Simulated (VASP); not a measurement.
# CuO: single point with PBE

The system is CuO.

```
Cu O
1.0
     1.40510    0.81124    5.26141
    -1.40510    0.81124    5.26141
     0.00000   -1.62247    5.26141
Cu O
2 2
Direct
  0.00000 0.00000 0.00000
  0.50000 0.50000 0.50000
  0.10616 0.10616 0.10616
  0.89384 0.89384 0.89384
```

* Program: VASP 6.6.1
* Task: single point
* Functional: PBE
* Potentials or basis: VASP PAW PBE potentials, release 64 (Cu, O)
* Cutoff: 520 eV
* k mesh: 18 × 18 × 18
* Occupations: gaussian, width 0.1 eV
* Spin: no spin polarisation
* Dipole correction: no
* Further INCAR settings: ALGO = Normal; EDIFF = 1e-06; NBANDS = 25

The pressure is 56.9 GPa and the largest force is 0.723 eV/Å. The band gap on the k mesh is zero (bands 17 and 18 overlap by 1.20 eV).

Forces on the atoms (eV/Å):
```
Cu   0.000  0.000  0.000
Cu   0.000  0.000  0.000
O    0.000  0.000  0.723
O    0.000  0.000 -0.723
```

Stress tensor (GPa, compression positive):
```
43.76  0.00  0.00
 0.00 43.76  0.00
 0.00  0.00 83.18
```

Levels at points of the mesh, in eV from the Fermi level:
```tsv
k point	band 15	band 16	band 17	band 18	band 19	band 20
(0.00, 0.00, 0.00)	-2.94	-2.79	0.89	0.89	3.16	7.19
(0.50, 0.00, 0.00)	-1.90	-0.74	-0.31	0.10	2.83	7.15
(0.50, 0.50, 0.00)	-2.22	-1.45	0.24	0.80	3.03	7.99
(0.50, 0.50, 0.50)	-1.18	-1.18	0.28	0.28	4.74	6.07
```

It took 13 min on 1 thread of Intel(R) Xeon(R) 6975P-C (Granite Rapids), with other jobs on the host, peak memory 0.58 GiB.

Caveat: the stress differs along the axes, from 44 to 83 GPa; semilocal functionals often make such compounds metallic where correlation or magnetic order opens a gap, which also shifts bond lengths. With open d or f shells a metallic result of PBE can be an artefact of self-interaction; +U or a hybrid may open a gap.
